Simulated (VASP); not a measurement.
# B (R-3m) in VASP: further runs

The runs below take B through single point, with r2SCAN.

Everything below comes from runs of VASP 6.6.1. Logs are shortened: lines on timing, memory, paths and dates and some standing lists are left out, and cuts for length are marked.

## (1) The cell of the first run

Symmetry: R-3m, No. 166, trigonal system. Conventional cell: a = 4.918 Å, b = 4.918 Å, c = 12.581 Å, α = 90.00°, β = 90.00°, γ = 120.00°. B (site symmetry m) has 6 B at 1.67 to 1.81 Å within 2.2 Å. Within 2.4 Å of B (site symmetry m) lie 7 B at 1.79 to 2.01 Å.

## (2) Single point, r2SCAN

POSCAR

```
B
1.0
    2.4589500000      1.4196754444      4.1935000000
   -2.4589500000      1.4196754444      4.1935000000
    0.0000000000     -2.8393508888      4.1935000000
B
12
Direct
    0.0101900000      0.6536100000      0.0101900000
    0.0101900000      0.0101900000      0.6536100000
    0.6536100000      0.0101900000      0.0101900000
    0.9898100000      0.3463900000      0.9898100000
    0.3463900000      0.9898100000      0.9898100000
    0.9898100000      0.9898100000      0.3463900000
    0.2211800000      0.6306000000      0.2211800000
    0.2211800000      0.2211800000      0.6306000000
    0.6306000000      0.2211800000      0.2211800000
    0.7788200000      0.3694000000      0.7788200000
    0.3694000000      0.7788200000      0.7788200000
    0.7788200000      0.7788200000      0.3694000000
```

INCAR.step1

```
PREC = Accurate
ENCUT = 550
ISMEAR = 0
SIGMA = 0.1
LREAL = F
LASPH = T
NELM = 120
NBANDS = 30
GGA = PE
ALGO = Normal
EDIFF = 1E-5
LWAVE = T
LCHARG = F
GGA_COMPAT = F
```

INCAR.step2

```
PREC = Accurate
ENCUT = 550
EDIFF = 1E-6
ISMEAR = 0
SIGMA = 0.1
LREAL = F
LASPH = T
NELM = 120
ALGO = Normal
ISIF = 2
LWAVE = F
LCHARG = F
METAGGA = R2SCAN
LMIXTAU = T
NBANDS = 30
ISTART = 1
GGA_COMPAT = F
```

KPOINTS

```
regular mesh
0
Gamma
  6 6 6
```

Potentials or basis: VASP PAW PBE potentials, release 64 (B).

Started as:

```console
> cat potpaw_PBE.64/B/POTCAR > POTCAR
> cp INCAR.step1 INCAR
> mpirun -np 1 vasp_std > vasp.out
> cp INCAR.step2 INCAR
> mpirun -np 1 vasp_std > vasp.out
```

OUTCAR:

```text
PREC = Accurate
   ENCUT = 550
   EDIFF = 1E-6
   ISMEAR = 0
   LREAL = F
   LASPH = T
   NELM = 120
   ISIF = 2
   METAGGA = R2SCAN
   ISTART = 1

 ion  position               nearest neighbor table
   1  0.010  0.654  0.010-   4 1.67   2 1.75   3 1.75   7 1.80  11 1.81  12 1.81
   2  0.010  0.010  0.654-   6 1.67   3 1.75   1 1.75   8 1.80  10 1.81  11 1.81
   3  0.654  0.010  0.010-   5 1.67   2 1.75   1 1.75   9 1.80  10 1.81  12 1.81
   4  0.990  0.346  0.990-   1 1.67   6 1.75   5 1.75  10 1.80   9 1.81   8 1.81
   5  0.346  0.990  0.990-   3 1.67   6 1.75   4 1.75  11 1.80   7 1.81   8 1.81
   6  0.990  0.990  0.346-   2 1.67   4 1.75   5 1.75  12 1.80   9 1.81   7 1.81
   7  0.221  0.631  0.221-  11 1.79  12 1.79   1 1.80   5 1.81   6 1.81   8 2.01   9 2.01
   8  0.221  0.221  0.631-  10 1.79  11 1.79   2 1.80   4 1.81   5 1.81   7 2.01   9 2.01
   9  0.631  0.221  0.221-  10 1.79  12 1.79   3 1.80   4 1.81   6 1.81   8 2.01   7 2.01
  10  0.779  0.369  0.779-   9 1.79   8 1.79   4 1.80   3 1.81   2 1.81  12 2.01  11 2.01
  11  0.369  0.779  0.779-   7 1.79   8 1.79   5 1.80   1 1.81   2 1.81  12 2.01  10 2.01
  12  0.779  0.779  0.369-   7 1.79   9 1.79   6 1.80   3 1.81   1 1.81  10 2.01  11 2.01

  LATTYP: Found a trigonal (rhomboedric) cell.
 ALAT       =     5.0643218421
 COS(alpha) =     0.5284944640

  Lattice vectors:

 A1 = (   2.4589500000,   1.4196754444,   4.1935000000)
 A2 = (  -2.4589500000,   1.4196754444,   4.1935000000)
 A3 = (   0.0000000000,  -2.8393508888,   4.1935000000)

Analysis of symmetry for initial positions (statically):
=====================================================================
 Subroutine PRICEL returns:
 Original cell was already a primitive cell.

 Routine SETGRP: Setting up the symmetry group for a
 trigonal (rhombohedral) supercell.

 Subroutine GETGRP returns: Found 12 space group operations
 (whereof 12 operations were pure point group operations)
 out of a pool of 12 trial point group operations.

The static configuration has the point symmetry D_3d.

Analysis of symmetry for dynamics (positions and initial velocities):
=====================================================================
 Subroutine PRICEL returns:
 Original cell was already a primitive cell.

 Routine SETGRP: Setting up the symmetry group for a
 trigonal (rhombohedral) supercell.

 Subroutine GETGRP returns: Found 12 space group operations
 (whereof 12 operations were pure point group operations)
 out of a pool of 12 trial point group operations.

The dynamic configuration has the point symmetry D_3d.

 Subroutine INISYM returns: Found 12 space group operations
 (whereof 12 operations are pure point group operations),
 and found     1 'primitive' translations

----------------------------------------------------------------------------------------

                                     Primitive cell

  volume of cell :      87.8348

  direct lattice vectors                    reciprocal lattice vectors
     2.458950000  1.419675444  4.193500000     0.203338823  0.117397724  0.079488097
    -2.458950000  1.419675444  4.193500000    -0.203338823  0.117397724  0.079488097
     0.000000000 -2.839350889  4.193500000     0.000000000 -0.234795449  0.079488097

  length of vectors
     5.064321842  5.064321842  5.064321842     0.247885579  0.247885579  0.247885579

  position of ions in fractional coordinates (direct lattice)
     0.010190000  0.653610000  0.010190000
     0.010190000  0.010190000  0.653610000
     0.653610000  0.010190000  0.010190000
     0.989810000  0.346390000  0.989810000
     0.346390000  0.989810000  0.989810000
     0.989810000  0.989810000  0.346390000
     0.221180000  0.630600000  0.221180000
     0.221180000  0.221180000  0.630600000
     0.630600000  0.221180000  0.221180000
     0.778820000  0.369400000  0.778820000
     0.369400000  0.778820000  0.778820000
     0.778820000  0.778820000  0.369400000

  ion indices of the primitive-cell ions
   primitive index   ion index
                 1           1
                 2           2
                 3           3
                 4           4
                 5           5
                 6           6
                 7           7
                 8           8
                 9           9
                10          10
                11          11
                12          12

----------------------------------------------------------------------------------------

 KPOINTS: regular mesh

Automatic generation of k-mesh.
 Grid dimensions read from file:
 generate k-points for:    6    6    6

 Generating k-lattice:

  Cartesian coordinates                     Fractional coordinates (reciprocal lattice)
     0.033889804  0.019566287  0.013248016     0.166666667 -0.000000000 -0.000000000
    -0.033889804  0.019566287  0.013248016    -0.000000000  0.166666667 -0.000000000
[... 44 lines left out ...]
   LREAL  =      F    real-space projection
   EDIFFG = 0.1E-04   stopping-criterion for IOM
   NSW    =      0    number of steps for IOM
   IBRION =     -1    ionic relax: 0-MD 1-quasi-New 2-CG
   NFREE  =      0    steps in history (QN), initial steepest desc. (CG)
   ISIF   =      2    stress and relaxation
   ISYM   =      2    0-nonsym 1-usesym 2-fastsym
   POTIM  = 0.5000    time-step for ionic-motion
   TEBEG  =    0.0;   TEEND  =   0.0 temperature during run
   PSTRESS=    0.0 pullay stress
   NELECT =      36.0000    total number of electrons
   NUPDOWN=      -1.0000    fix difference up-down
   EMIN   =  10.00;   EMAX   =-10.00  energy-range for DOS
   EFERMI =   0.00;   METHOD = LEGACY
   ISMEAR =     0;   SIGMA  =   0.10  broadening in eV -4-tet -1-fermi 0-gaus
   EFERMI_NEDOS =   21; number of points for ismear=-14 and -15
   IALGO  =     38    algorithm
   IMIX   =      4    mixing-type and parameters
     AMIX     =   0.40;   BMIX     =  1.00
     AMIX_MAG =   1.60;   BMIX_MAG =  1.00
  volume/ion in A,a.u.               =       7.32        49.39
  Fermi-wavevector in a.u.,A,eV,Ry     =   1.216056  2.298012 20.120177  1.478791
  Thomas-Fermi vector in A             =   2.351422
   LORBIT       =      0    0 simple, 1 ext, 2 COOP (PROOUT), +10 PAW based schemes
   METAGGA = R2SCAN    functional components
   LHFCALC =     F    Hartree Fock is set to
   AEXX    =    0.0000 exact exchange contribution
   IVDW    =     0    specifies the selected vdW correction
   LEPSILON=     F    determine dielectric tensor
   LRPA    =     F    only Hartree local field effects (RPA)
 non-spin polarized calculation
 Gauss-broadening in eV      SIGMA  =   0.10
  energy-cutoff  :      550.00
  volume of cell :       87.83
 maximum number of plane-waves:      2593
   NGX = 19   NGY = 19   NGZ = 19

 number of electron      36.0000000 magnetization

 Free energy of the ion-electron system (eV)
  ---------------------------------------------------
  ext. energy  EPLUGINS =         0.00000000
  ---------------------------------------------------
  free energy    TOTEN  =       -88.11727483 eV

  energy without entropy =      -88.11727483  energy(sigma->0) =      -88.11727483

 E-fermi :   6.2659     XC(G=0): -12.2533

 val. band max:        5.8665192109   @ k =   0.5000   0.5000   0.5000
 cond. band min:       7.3993049843   @ k =   0.5000   0.5000  -0.0000
 fundamental gap:      1.5327857734
 Fermi energy:         6.2659251194

 k-point     1 :       0.0000    0.0000    0.0000
  band No.  band energies     occupation
      1     -11.2199      2.00000
      2      -5.2258      2.00000
      3      -4.9653      2.00000
      4      -4.9653      2.00000
      5      -3.7327      2.00000
      6      -3.1038      2.00000
[... 22 lines left out ...]
     29      16.1460      0.00000
     30      16.6065      0.00000
[... 728 lines left out ...]
  band No.  band energies     occupation
      1     -10.0001      2.00000
      2      -7.7903      2.00000
      3      -6.9187      2.00000
      4      -6.4599      2.00000
      5      -3.5651      2.00000
      6      -3.0013      2.00000
[... 22 lines left out ...]
     29      15.2232      0.00000
     30      16.2454      0.00000

 [... further k-points ...]

------------------------ aborting loop because EDIFF is reached ----------------------------------------

  FORCE on cell =-STRESS in cart. coord.  units (eV):
  Direction    XX          YY          ZZ          XY          YZ          ZX
  --------------------------------------------------------------------------------------
  -------------------------------------------------------------------------------------
  Total       -1.8824707     -1.8824707     -1.9540648     -0.0000000      0.0000000      0.0000000
  in kB      -34.3377749    -34.3377749    -35.6437071     -0.0000000      0.0000000      0.0000000
  external PRESSURE =     -34.7730857 kB  Pullay stress =       0.0000000 kB

 VOLUME and BASIS-vectors are now :
 -----------------------------------------------------------------------------
  energy-cutoff  :      550.00
  volume of cell :       87.83
      direct lattice vectors                 reciprocal lattice vectors
     2.458950000  1.419675444  4.193500000     0.203338823  0.117397724  0.079488097
    -2.458950000  1.419675444  4.193500000    -0.203338823  0.117397724  0.079488097
     0.000000000 -2.839350889  4.193500000     0.000000000 -0.234795449  0.079488097

 POSITION                                       TOTAL-FORCE (eV/Angst)
 -----------------------------------------------------------------------------------
     -1.58214      0.91345      2.82638        -0.121954      0.070410      0.087414
      0.00000     -1.82690      2.82638         0.000000     -0.140820      0.087414
      1.58214      0.91345      2.82638         0.121954      0.070410      0.087414
      1.58214     -0.91345      9.75412         0.121954     -0.070410     -0.087414
     -1.58214     -0.91345      9.75412        -0.121954     -0.070410     -0.087414
      0.00000      1.82690      9.75412         0.000000      0.140820     -0.087414
     -1.00674      0.58124      4.49946        -0.196919      0.113691     -0.055359
      0.00000     -1.16249      4.49946         0.000000     -0.227382     -0.055359
      1.00674      0.58124      4.49946         0.196919      0.113691     -0.055359
      1.00674     -0.58124      8.08104         0.196919     -0.113691      0.055359
     -1.00674     -0.58124      8.08104        -0.196919     -0.113691      0.055359
      0.00000      1.16249      8.08104         0.000000      0.227382      0.055359
 -----------------------------------------------------------------------------------
    total drift:                               -0.000000      0.000000     -0.000000

  FREE ENERGIE OF THE ION-ELECTRON SYSTEM (eV)
  ---------------------------------------------------
  free  energy   TOTEN  =       -88.1172748323 eV

  energy  without entropy=      -88.1172748323  energy(sigma->0) =      -88.11727483
```

It took 4.6 min on 1 thread of Oxide Virtual Turin-like, shared host; peak memory 0.24 GiB.

Results:

| Item | Value |
| --- | --- |
| Free energy | -88.1173 eV |
| Pressure | -3.5 GPa |
| Largest force | 0.234 eV/Å |
| Band gap on the k mesh | 1.53 eV (least direct gap 1.97 eV) |

Forces on the atoms (eV/Å):
```
B   -0.122  0.070  0.087
B    0.000 -0.141  0.087
B    0.122  0.070  0.087
B    0.122 -0.070 -0.087
B   -0.122 -0.070 -0.087
B    0.000  0.141 -0.087
B   -0.197  0.114 -0.055
B    0.000 -0.227 -0.055
B    0.197  0.114 -0.055
B    0.197 -0.114  0.055
B   -0.197 -0.114  0.055
B    0.000  0.227  0.055
```

Caveat: the cell stands under tension; the PAW data sets were made with another functional, which shifts forces and pressure a little. A k mesh can miss the band edges.

## (3) Single point, r2SCAN (6.57 Å³/atom)

This run uses another cell than the first one, of 6.57 Å³/atom.

POSCAR

```
B
1.0
    2.3702719290      1.3684771362      4.0534467131
   -2.3702719290      1.3684771362      4.0534467131
    0.0000000000     -2.7369542725      4.0534467131
B
12
Direct
    0.0112239223      0.6525650799      0.0112239223
    0.0112239223      0.0112239223      0.6525650799
    0.6525650799      0.0112239223      0.0112239223
    0.9887760777      0.3474349201      0.9887760777
    0.3474349201      0.9887760777      0.9887760777
    0.9887760777      0.9887760777      0.3474349201
    0.2237094301      0.6272529644      0.2237094301
    0.2237094301      0.2237094301      0.6272529644
    0.6272529644      0.2237094301      0.2237094301
    0.7762905699      0.3727470356      0.7762905699
    0.3727470356      0.7762905699      0.7762905699
    0.7762905699      0.7762905699      0.3727470356
```

INCAR.step1

```
ALGO     = Normal         # electronic algorithm
EDIFF    = 1E-5           # SCF threshold, eV
ENCUT    = 550            # plane-wave cutoff, eV
GGA      = PE             # functional
GGA_COMPAT= False        
ISMEAR   = 0              # smearing method
LASPH    = True           # aspherical terms in the spheres
LCHARG   = False          # write CHGCAR
LREAL    = False          # projectors in reciprocal space
LWAVE    = True           # write WAVECAR
NBANDS   = 30             # bands
NELM     = 120            # most SCF steps
PREC     = Accurate       # precision mode
SIGMA    = 0.02           # smearing width, eV
```

INCAR.step2

```
ALGO     = Normal         # electronic algorithm
EDIFF    = 1E-6           # SCF threshold, eV
ENCUT    = 550            # plane-wave cutoff, eV
GGA_COMPAT= False        
ISIF     = 2              # what is computed and relaxed
ISMEAR   = 0              # smearing method
ISTART   = 1            
LASPH    = True           # aspherical terms in the spheres
LCHARG   = False          # write CHGCAR
LMIXTAU  = True         
LREAL    = False          # projectors in reciprocal space
LWAVE    = False          # write WAVECAR
METAGGA  = R2SCAN         # meta-GGA
NBANDS   = 30             # bands
NELM     = 120            # most SCF steps
PREC     = Accurate       # precision mode
SIGMA    = 0.02           # smearing width, eV
```

KPOINTS

```
k-points
0
Gamma
  9 9 9
```

Potentials or basis: VASP PAW PBE potentials, release 64 (B).

Started as:

```console
> cat potpaw_PBE.64/B/POTCAR > POTCAR
> cp INCAR.step1 INCAR
> mpirun -np 1 vasp_std > vasp.out
> cp INCAR.step2 INCAR
> mpirun -np 1 vasp_std > vasp.out
```

Wall time 13 min (1 thread of Oxide Virtual Turin-like, shared host); peak memory 0.3 GiB.

It converged, with:

- Free energy: -87.5700 eV
- Pressure: 24.5 GPa
- Largest force: 0.033 eV/Å
- Band gap on the k mesh: 1.16 eV (least direct gap 1.54 eV)

Forces in eV/Å, atoms in the order of the input:
```
B    0.016 -0.009 -0.019
B    0.000  0.018 -0.019
B   -0.016 -0.009 -0.019
B   -0.016  0.009  0.019
B    0.016  0.009  0.019
B    0.000 -0.018  0.019
B    0.027 -0.016  0.008
B    0.000  0.032  0.008
B   -0.027 -0.016  0.008
B   -0.027  0.016 -0.008
B    0.027  0.016 -0.008
B    0.000 -0.032 -0.008
```

Stress tensor (GPa, compression positive):
```
24.61  0.00  0.00
 0.00 24.61  0.00
 0.00  0.00 24.33
```

Levels at points of the mesh, in eV from the valence-band top:
```
           k point  band 15  band 16  band 17  band 18  band 19  band 20  band 21  band 22
(0.00, 0.00, 0.00)    -1.98    -1.20    -1.20    -0.43     1.17     5.07     5.07     5.09
```

Caveat: the cell stands under pressure; the PAW data sets were made with another functional, which shifts forces and pressure a little.

## (4) Single point, r2SCAN (6.79 Å³/atom)

This run uses another cell than the first one, of 6.79 Å³/atom.

POSCAR

```
B
1.0
    2.3968732639      1.3838354241      4.0946532847
   -2.3968732639      1.3838354241      4.0946532847
    0.0000000000     -2.7676708483      4.0946532847
B
12
Direct
    0.0107921955      0.6531441195      0.0107921955
    0.0107921955      0.0107921955      0.6531441195
    0.6531441195      0.0107921955      0.0107921955
    0.9892078045      0.3468558805      0.9892078045
    0.3468558805      0.9892078045      0.9892078045
    0.9892078045      0.9892078045      0.3468558805
    0.2226846952      0.6286367126      0.2226846952
    0.2226846952      0.2226846952      0.6286367126
    0.6286367126      0.2226846952      0.2226846952
    0.7773153048      0.3713632874      0.7773153048
    0.3713632874      0.7773153048      0.7773153048
    0.7773153048      0.7773153048      0.3713632874
```

INCAR.step1

```
  PREC = Accurate
  ENCUT = 550
  ISMEAR = 0
  SIGMA = 0.02
  LREAL = F
  LASPH = T
  NELM = 120
  NBANDS = 30
  GGA = PE
  ALGO = Normal
  EDIFF = 1E-5
  LWAVE = T
  LCHARG = F
  GGA_COMPAT = F
```

INCAR.step2

```
  PREC = Accurate
  ENCUT = 550
  EDIFF = 1E-6
  ISMEAR = 0
  SIGMA = 0.02
  LREAL = F
  LASPH = T
  NELM = 120
  ALGO = Normal
  ISIF = 2
  LWAVE = F
  LCHARG = F
  METAGGA = R2SCAN
  LMIXTAU = T
  NBANDS = 30
  ISTART = 1
  GGA_COMPAT = F
```

KPOINTS

```
regular mesh
0
Gamma
  9 9 9
```

Started as:

```console
> cat potpaw_PBE.64/B/POTCAR > POTCAR
> cp INCAR.step1 INCAR
> mpirun -np 1 vasp_std > vasp.out
> cp INCAR.step2 INCAR
> mpirun -np 1 vasp_std > vasp.out
```

Run time: 18 min. Hardware: 1 thread of Oxide Virtual Turin-like, shared host; peak memory 0.3 GiB.

The run converged. Its results:

- Free energy: -87.8919 eV
- Pressure: 15.2 GPa
- Largest force: 0.029 eV/Å
- Band gap on the k mesh: 1.34 eV (least direct gap 1.70 eV)

Forces on the atoms (eV/Å):
```
B    0.011 -0.006 -0.015
B    0.000  0.013 -0.015
B   -0.011 -0.006 -0.015
B   -0.011  0.006  0.015
B    0.011  0.006  0.015
B    0.000 -0.013  0.015
B    0.024 -0.014  0.007
B    0.000  0.028  0.007
B   -0.024 -0.014  0.007
B   -0.024  0.014 -0.007
B    0.024  0.014 -0.007
B    0.000 -0.028 -0.007
```

Stress tensor (GPa, compression positive):
```
15.29  0.00  0.00
 0.00 15.29  0.00
 0.00  0.00 15.04
```

Levels at points of the mesh, in eV from the valence-band top:
```tsv
k point	band 15	band 16	band 17	band 18	band 19	band 20	band 21	band 22
(0.00, 0.00, 0.00)	-1.77	-1.10	-1.10	-0.41	1.34	5.02	5.02	5.09
```

Caveat: the cell stands under pressure; the PAW data sets were made with another functional, which shifts forces and pressure a little.

## (5) The runs side by side

```csv
cell,k mesh,smearing,gap on the mesh (eV),pressure (GPa),largest force (eV/Å)
"a = 5.064 Å, angles 58.1°, 12 atoms, atomic positions A",6 × 6 × 6,gaussian 0.1 eV,1.53,-3.5,0.23
"a = 4.891 Å, angles 58.0°, 12 atoms, atomic positions B",9 × 9 × 9,gaussian 0.02 eV,1.16,24.5,0.03
"a = 4.942 Å, angles 58.0°, 12 atoms, atomic positions C",9 × 9 × 9,gaussian 0.02 eV,1.34,15.2,0.03
```

Alike in all rows: task single point; level r2SCAN; potentials or basis VASP PAW PBE potentials, release 64 (B); no spin polarisation; cutoff (eV) 550.

Caveats: the PAW data sets were made with another functional, which shifts forces and pressure a little; the cell stands under pressure (at least some runs); the cell stands under tension (at least some runs).

Absolute energies hang on the potentials; compare differences alone.
